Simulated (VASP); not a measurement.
# AlN (Cm) in VASP: further runs

Runs on AlN. Level: PBE. Tasks: single point.

Program: VASP 6.6.1. These are calculated values, not measurements. Logs are shortened: lines on timing, memory, paths and dates and some standing lists are left out, and cuts for length are marked.

## Step 1: The cell of the first run

It takes space group Cm (No. 8, monoclinic). The conventional cell has a = 5.388 Å, b = 3.111 Å, c = 4.978 Å, α = 90.00°, β = 90.00°, γ = 90.00°. Al (site symmetry m) has 4 N at 1.73 to 2.00 Å within 2.3 Å. Within 2.4 Å of Al (site symmetry m) lie 4 N at 1.82 to 2.09 Å. N (site symmetry m) has 4 Al at 1.82 to 2.09 Å within 2.4 Å. Within 2.3 Å of N (site symmetry m) lie 4 Al at 1.73 to 2.00 Å.

## Step 2: Single point, PBE

Input file INCAR:

```
SYSTEM = AlN
PREC = Accurate
ENCUT = 520
EDIFF = 1E-6
ISMEAR = 0
SIGMA = 0.05
LREAL = .FALSE.
LASPH = .TRUE.
NELM = 80
ALGO = Normal
ISIF = 2
LWAVE = .FALSE.
LCHARG = .FALSE.
GGA = PE
NBANDS = 16
```

Input file KPOINTS:

```
regular mesh
0
G
  9 9 6
  0 0 0
```

Input file POSCAR:

```
AlN
1.0
    3.1110021516      0.0000000000      0.0000000000
   -1.5555010758      2.6942068945      0.0000000000
    0.0000000000      0.0000000000      4.9780000000
Al N
2 2
Direct
    0.3333333333      0.6666666667      0.0000000000
    0.6666666667      0.3333333333      0.5000000000
    0.4040611426      0.7020305713      0.3727994529
    0.7373944760      0.3686972380      0.8727994529
```

Potentials or basis: VASP PAW PBE potentials, release 64 (Al, N).

Started as:

```
> cat potpaw_PBE.64/Al/POTCAR potpaw_PBE.64/N/POTCAR > POTCAR
> mpirun -np 1 vasp_std > vasp.out
```

OUTCAR:

```text
SYSTEM = AlN
   PREC = Accurate
   ENCUT = 520
   EDIFF = 1E-6
   ISMEAR = 0
   LREAL = .FALSE.
   LASPH = .TRUE.
   NELM = 80
   ISIF = 2
   GGA = PE

 ion  position               nearest neighbor table
   1  0.333  0.667  0.000-   4 1.73   3 1.87   4 2.00   4 2.00   2 3.07   2 3.07   2 3.07   2 3.07
                             2 3.07   2 3.07
   2  0.667  0.333  0.500-   3 1.82   3 1.82   4 1.87   3 2.09   1 3.07   1 3.07   1 3.07   1 3.07
                             1 3.07   1 3.07
   3  0.404  0.702  0.373-   2 1.82   2 1.82   1 1.87   2 2.09
   4  0.737  0.369  0.873-   1 1.73   2 1.87   1 2.00   1 2.00

  LATTYP: Found a hexagonal cell.
 ALAT       =     3.1110021516
 C/A-ratio  =     1.6001274694

  Lattice vectors:

 A1 = (   3.1110021516,   0.0000000000,   0.0000000000)
 A2 = (  -1.5555010758,   2.6942068945,   0.0000000000)
 A3 = (   0.0000000000,   0.0000000000,   4.9780000000)

Analysis of symmetry for initial positions (statically):
=====================================================================
 Subroutine PRICEL returns:
 Original cell was already a primitive cell.

 Routine SETGRP: Setting up the symmetry group for a
 hexagonal supercell.

 Subroutine GETGRP returns: Found  2 space group operations
 (whereof  2 operations were pure point group operations)
 out of a pool of 24 trial point group operations.

The static configuration has the point symmetry C_1h.

Analysis of symmetry for dynamics (positions and initial velocities):
=====================================================================
 Subroutine PRICEL returns:
 Original cell was already a primitive cell.

 Routine SETGRP: Setting up the symmetry group for a
 hexagonal supercell.

 Subroutine GETGRP returns: Found  2 space group operations
 (whereof  2 operations were pure point group operations)
 out of a pool of 24 trial point group operations.

The dynamic configuration has the point symmetry C_1h.

 Subroutine INISYM returns: Found  2 space group operations
 (whereof  2 operations are pure point group operations),
 and found     1 'primitive' translations

----------------------------------------------------------------------------------------

                                     Primitive cell

  volume of cell :      41.7240

  direct lattice vectors                    reciprocal lattice vectors
     3.111002152  0.000000000  0.000000000     0.321439829  0.185583372  0.000000000
[... 91 lines left out ...]
   LREAL  =      F    real-space projection
   EDIFFG = 0.1E-04   stopping-criterion for IOM
   NSW    =      0    number of steps for IOM
   IBRION =     -1    ionic relax: 0-MD 1-quasi-New 2-CG
   NFREE  =      0    steps in history (QN), initial steepest desc. (CG)
   ISIF   =      2    stress and relaxation
   ISYM   =      2    0-nonsym 1-usesym 2-fastsym
   POTIM  = 0.5000    time-step for ionic-motion
   TEBEG  =    0.0;   TEEND  =   0.0 temperature during run
   PSTRESS=    0.0 pullay stress
   NELECT =      16.0000    total number of electrons
   NUPDOWN=      -1.0000    fix difference up-down
   EMIN   =  10.00;   EMAX   =-10.00  energy-range for DOS
   EFERMI =   0.00;   METHOD = LEGACY
   ISMEAR =     0;   SIGMA  =   0.05  broadening in eV -4-tet -1-fermi 0-gaus
   EFERMI_NEDOS =   21; number of points for ismear=-14 and -15
   IALGO  =     38    algorithm
   IMIX   =      4    mixing-type and parameters
     AMIX     =   0.40;   BMIX     =  1.00
     AMIX_MAG =   1.60;   BMIX_MAG =  1.00
  volume/ion in A,a.u.               =      10.43        70.39
  Fermi-wavevector in a.u.,A,eV,Ry     =   1.189377  2.247596 19.247033  1.414617
  Thomas-Fermi vector in A             =   2.325485
   LORBIT       =      0    0 simple, 1 ext, 2 COOP (PROOUT), +10 PAW based schemes
   GGA     = PE    functional components
   LHFCALC =     F    Hartree Fock is set to
   AEXX    =    0.0000 exact exchange contribution
   IVDW    =     0    specifies the selected vdW correction
   LEPSILON=     F    determine dielectric tensor
   LRPA    =     F    only Hartree local field effects (RPA)
 non-spin polarized calculation
 Gauss-broadening in eV      SIGMA  =   0.05
  energy-cutoff  :      520.00
  volume of cell :       41.72
 maximum number of plane-waves:      1152
   NGX = 11   NGY = 11   NGZ = 19

 number of electron      16.0000002 magnetization

 Free energy of the ion-electron system (eV)
  ---------------------------------------------------
  ext. energy  EPLUGINS =         0.00000000
  ---------------------------------------------------
  free energy    TOTEN  =       -29.23260580 eV

  energy without entropy =      -29.23260580  energy(sigma->0) =      -29.23260580

 E-fermi :   6.6044     XC(G=0): -10.9123

 val. band max:        6.3553562891   @ k =   0.0000   0.0000   0.0000
 cond. band min:      10.2728297811   @ k =   0.0000   0.0000   0.0000
 fundamental gap:      3.9174734920
 Fermi energy:         6.6044032857

 k-point     1 :       0.0000    0.0000    0.0000
  band No.  band energies     occupation
      1      -9.0431      2.00000
      2      -6.8941      2.00000
      3       0.1138      2.00000
      4       5.1621      2.00000
      5       5.1899      2.00000
      6       5.8372      2.00000
[... 433 lines left out ...]
      3       1.1995      2.00000
      4       2.2401      2.00000
      5       2.9090      2.00000
      6       3.0672      2.00000
[... 8 lines left out ...]
     15      19.0204      0.00000
     16      20.7616      0.00000

 [... further k-points ...]

------------------------ aborting loop because EDIFF is reached ----------------------------------------

  FORCE on cell =-STRESS in cart. coord.  units (eV):
  Direction    XX          YY          ZZ          XY          YZ          ZX
  --------------------------------------------------------------------------------------
  -------------------------------------------------------------------------------------
  Total        2.4057969      1.7377070      2.5165784      0.5785829      1.1760588      2.0369937
  in kB       92.3811579     66.7269046     96.6350991     22.2172351     45.1599527     78.2193338
  external PRESSURE =      85.2477205 kB  Pullay stress =       0.0000000 kB

 VOLUME and BASIS-vectors are now :
 -----------------------------------------------------------------------------
  energy-cutoff  :      520.00
  volume of cell :       41.72
      direct lattice vectors                 reciprocal lattice vectors
     3.111002152  0.000000000  0.000000000     0.321439829  0.185583372  0.000000000
    -1.555501076  2.694206895  0.000000000     0.000000000  0.371166744  0.000000000
     0.000000000  0.000000000  4.978000000     0.000000000  0.000000000  0.200883889

 POSITION                                       TOTAL-FORCE (eV/Angst)
 -----------------------------------------------------------------------------------
     -0.00000      1.79614      0.00000         3.155617      1.821896      0.121638
      1.55550      0.89807      2.48900         1.630547      0.941397     -0.115620
      0.16503      1.89142      1.85580        -1.627269     -0.939504      0.125353
      1.72053      0.99335      4.34480        -3.158895     -1.823789     -0.131371
 -----------------------------------------------------------------------------------
    total drift:                               -0.000658     -0.000380      0.000809

  FREE ENERGIE OF THE ION-ELECTRON SYSTEM (eV)
  ---------------------------------------------------
  free  energy   TOTEN  =       -29.2326057965 eV

  energy  without entropy=      -29.2326057965  energy(sigma->0) =      -29.23260580
```

OSZICAR:

```text
N       E                     dE             d eps       ncg     rms          rms(c)
DAV:   1     0.417711115870E+02    0.41771E+02   -0.73003E+03  4480   0.893E+02
DAV:   2    -0.307172653126E+02   -0.72488E+02   -0.66533E+02  6248   0.188E+02
DAV:   3    -0.342166294767E+02   -0.34994E+01   -0.34902E+01  5504   0.430E+01
DAV:   4    -0.342377378005E+02   -0.21108E-01   -0.21107E-01  5696   0.376E+00
DAV:   5    -0.342380149616E+02   -0.27716E-03   -0.27716E-03  5688   0.435E-01    0.125E+01
DAV:   6    -0.292338228789E+02    0.50042E+01   -0.11124E+01  5392   0.243E+01    0.429E+00
DAV:   7    -0.292484651431E+02   -0.14642E-01   -0.68843E-01  4976   0.589E+00    0.300E+00
DAV:   8    -0.292362379889E+02    0.12227E-01   -0.60658E-02  5352   0.225E+00    0.514E-01
DAV:   9    -0.292320809524E+02    0.41570E-02   -0.11432E-02  6184   0.789E-01    0.245E-01
DAV:  10    -0.292326680808E+02   -0.58713E-03   -0.20339E-03  4976   0.293E-01    0.116E-01
DAV:  11    -0.292326014785E+02    0.66602E-04   -0.22989E-04  5168   0.121E-01    0.167E-02
DAV:  12    -0.292326056067E+02   -0.41281E-05   -0.13335E-05  5800   0.294E-02    0.818E-03
DAV:  13    -0.292326057965E+02   -0.18986E-06   -0.25194E-06  5016   0.135E-02
   1 F= -.29232606E+02 E0= -.29232606E+02  d E =-.975025E-15
```

stdout:

```text
POSCAR found type information on POSCAR AlN
 POSCAR found :  2 types and       4 ions
 scaLAPACK will be used
 LDA part: xc-table for (Slater+PW92), standard interpolation
 POSCAR, INCAR and KPOINTS ok, starting setup
 FFT: planning ... GRIDC
 FFT: planning ... GRID_SOFT
 FFT: planning ... GRID
 WAVECAR not read
 entering main loop
```

Wall time 80 s (1 thread of Intel Xeon Platinum 8488C (Sapphire Rapids), shared host); peak memory 0.2 GiB.

What came out:

| Quantity | Value |
| --- | --- |
| Free energy | -29.2326 eV |
| Pressure | 8.5 GPa |
| Largest force | 3.650 eV/Å |
| Band gap on the k mesh | 3.92 eV |

Forces in eV/Å, atoms in the order of the input:
```
Al   3.156  1.822  0.122
Al   1.631  0.941 -0.116
N   -1.627 -0.940  0.125
N   -3.159 -1.824 -0.131
```

Stress tensor (GPa, compression positive):
```
9.24 2.22 7.82
2.22 6.67 4.52
7.82 4.52 9.66
```

Levels at points of the mesh, in eV from the valence-band top:
| k point | band 6 | band 7 | band 8 | band 9 | band 10 | band 11 |
| --- | --- | --- | --- | --- | --- | --- |
| (0.00, 0.00, 0.00) | -0.52 | -0.22 | 0.00 | 3.92 | 6.30 | 10.21 |
| (0.00, 0.00, 0.50) | -1.01 | -0.34 | -0.28 | 6.11 | 6.12 | 9.90 |

Caveat: the cell differs from its parent crystal (all N atoms moved -0.200 Å, as atom 3 towards its neighbour atom 2 (Al) at 1.885 Å); the cell stands under pressure; an odd mesh through Γ misses points on the zone boundary, where band edges can lie; forces of over 1 eV/Å act on the atoms, so gaps and moduli don't describe the material at rest.

## Step 3: Single point, PBE

Input file INCAR:

```
SYSTEM = AlN
PREC = Accurate ; ENCUT = 520
EDIFF = 1E-6 ; ISMEAR = 0
SIGMA = 0.05 ; LREAL = .False.
LASPH = .True. ; NELM = 100
ALGO = Normal ; ISIF = 2
LWAVE = .False. ; LCHARG = .False.
GGA = PE ; NBANDS = 16
```

Input file KPOINTS:

```
regular mesh
0
Gamma
  9 9 6
  0 0 0
```

Changes to POSCAR since step 2:

```diff
@@ -10,3 +10,3 @@
     0.6666666667      0.3333333333      0.5000000000
-    0.4040611426      0.7020305713      0.3727994529
-    0.7373944760      0.3686972380      0.8727994529
+    0.2802874764      0.6401437382      0.3941504103
+    0.6136208097      0.3068104049      0.8941504103
```

Potentials or basis: VASP PAW PBE potentials, release 64 (Al, N).

Started as:

```
> cat potpaw_PBE.64/Al/POTCAR potpaw_PBE.64/N/POTCAR > POTCAR
> mpirun -np 1 vasp_std > vasp.out
```

OUTCAR:

```text
SYSTEM = AlN
   PREC = Accurate
   ENCUT = 520
   EDIFF = 1E-6
   ISMEAR = 0
   LREAL = .False.
   LASPH = .True.
   NELM = 100
   ISIF = 2
   GGA = PE

 ion  position               nearest neighbor table
   1  0.333  0.667  0.000-   4 1.81   4 1.81   3 1.97   4 2.01   2 3.07   2 3.07   2 3.07   2 3.07
                             2 3.07   2 3.07
   2  0.667  0.333  0.500-   3 1.74   3 1.94   3 1.94   4 1.97   1 3.07   1 3.07   1 3.07   1 3.07
                             1 3.07   1 3.07
   3  0.280  0.640  0.394-   2 1.74   2 1.94   2 1.94   1 1.97
   4  0.614  0.307  0.894-   1 1.81   1 1.81   2 1.97   1 2.01

  LATTYP: Found a hexagonal cell.
 ALAT       =     3.1110021516
 C/A-ratio  =     1.6001274694

  Lattice vectors:

 A1 = (   3.1110021516,   0.0000000000,   0.0000000000)
 A2 = (  -1.5555010758,   2.6942068945,   0.0000000000)
 A3 = (   0.0000000000,   0.0000000000,   4.9780000000)

Analysis of symmetry for initial positions (statically):
=====================================================================
 Subroutine PRICEL returns:
 Original cell was already a primitive cell.

[... 177 lines left out ...]
 fundamental gap:      3.9137466333
 Fermi energy:         6.6309050157

 k-point     1 :       0.0000    0.0000    0.0000
  band No.  band energies     occupation
      1      -9.0420      2.00000
      2      -6.9073      2.00000
      3       0.2338      2.00000
      4       5.0754      2.00000
      5       5.1057      2.00000
      6       5.8979      2.00000
[... 433 lines left out ...]
      3       1.1587      2.00000
      4       2.1779      2.00000
      5       2.8959      2.00000
      6       3.1455      2.00000
[... 8 lines left out ...]
     15      18.7291      0.00000
     16      20.7395      0.00000

 [... further k-points ...]

------------------------ aborting loop because EDIFF is reached ----------------------------------------

  FORCE on cell =-STRESS in cart. coord.  units (eV):
  Direction    XX          YY          ZZ          XY          YZ          ZX
  --------------------------------------------------------------------------------------
  -------------------------------------------------------------------------------------
  Total        2.9951237      2.5485601     -0.0684068      0.3867354     -0.7895298     -1.3675057
  in kB      115.0109522     97.8631769     -2.6267801     14.8504090    -30.3174705    -52.5113990
  external PRESSURE =      70.0824497 kB  Pullay stress =       0.0000000 kB

 VOLUME and BASIS-vectors are now :
 -----------------------------------------------------------------------------
  energy-cutoff  :      520.00
  volume of cell :       41.72
      direct lattice vectors                 reciprocal lattice vectors
     3.111002152  0.000000000  0.000000000     0.321439829  0.185583372  0.000000000
    -1.555501076  2.694206895  0.000000000     0.000000000  0.371166744  0.000000000
     0.000000000  0.000000000  4.978000000     0.000000000  0.000000000  0.200883889

 POSITION                                       TOTAL-FORCE (eV/Angst)
 -----------------------------------------------------------------------------------
     -0.00000      1.79614      0.00000        -1.676855     -0.968133      0.924644
      1.55550      0.89807      2.48900        -2.728859     -1.575508      1.028361
     -0.12377      1.72468      1.96208         2.734227      1.578607     -1.031746
      1.43173      0.82661      4.45108         1.671487      0.965034     -0.921259
 -----------------------------------------------------------------------------------
    total drift:                                0.000632      0.000364      0.000239

  FREE ENERGIE OF THE ION-ELECTRON SYSTEM (eV)
  ---------------------------------------------------
  free  energy   TOTEN  =       -29.3726983152 eV

  energy  without entropy=      -29.3726983152  energy(sigma->0) =      -29.37269832
```

stdout:

```text
POSCAR found type information on POSCAR AlN
 POSCAR found :  2 types and       4 ions
 scaLAPACK will be used
 LDA part: xc-table for (Slater+PW92), standard interpolation
 POSCAR, INCAR and KPOINTS ok, starting setup
 FFT: planning ... GRIDC
 FFT: planning ... GRID_SOFT
 FFT: planning ... GRID
 WAVECAR not read
 entering main loop
```

It took 81 s on 1 thread of Intel Xeon Platinum 8488C (Sapphire Rapids), shared host; peak memory 0.2 GiB.

Results:

* Free energy: -29.3727 eV
* Pressure: 7.0 GPa
* Largest force: 3.322 eV/Å
* Band gap on the k mesh: 3.91 eV

Forces in eV/Å, atoms in the order of the input:
```
Al  -1.677 -0.968  0.925
Al  -2.729 -1.576  1.028
N    2.734  1.579 -1.032
N    1.671  0.965 -0.921
```

Stress tensor (GPa, compression positive):
```
11.50  1.49 -5.25
 1.49  9.79 -3.03
-5.25 -3.03 -0.26
```

Caveat: the cell differs from its parent crystal (all N atoms moved +0.150 Å, as atom 3 towards its neighbour atom 2 (Al) at 1.885 Å); the cell stands under pressure; forces of over 1 eV/Å act on the atoms, so gaps and moduli don't describe the material at rest.

(Part 1 of 2 ends here.)
